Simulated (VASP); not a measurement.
As:

```
As
1.0
     1.81174    1.04601    5.28195
    -1.81174    1.04601    5.28195
     0.00000   -2.09202    5.28195
As
2
Direct
  0.78981 0.78981 0.78981
  0.21019 0.21019 0.21019
```

* Program: VASP 6.6.1
* Task: relaxation of shape and atoms at fixed volume
* Functional: r2SCAN
* Potentials or basis: VASP PAW PBE potentials, release 64 (As)
* Cutoff: 600 eV
* k mesh: 9 × 9 × 9
* Occupations: gaussian, width 0.02 eV
* Spin: no spin polarisation

At the start: pressure -1.5 GPa; volume 30.03 Å³/atom.

**Question.** How do energy, volume and symmetry change on relaxing?

**Answer.** Over 5 steps the energy falls by 3.1 meV/atom; space group R-3m (No. 166, to 0.1 Å) before and after.

Step by step:
```
step  energy change (eV)  largest force (eV/Å)  pressure (GPa)  volume (Å³)
   1              0.0000                0.2272           -1.49        60.06
   2             -0.0033                0.0204           -0.86        60.06
   3             -0.0034                0.0613           -0.76        60.06
   4             -0.0056                0.0309           -0.49        60.06
   5             -0.0063                0.0044           -0.27        60.06
```

Final structure:
```
As
1.0
     1.79433    1.03596    5.38496
    -1.79433    1.03596    5.38496
     0.00000   -2.07191    5.38496
As
2
Direct
  0.79091 0.79091 0.79091
  0.20909 0.20909 0.20909
```

Caveat: the PAW data sets were made with another functional, which shifts forces and pressure a little.
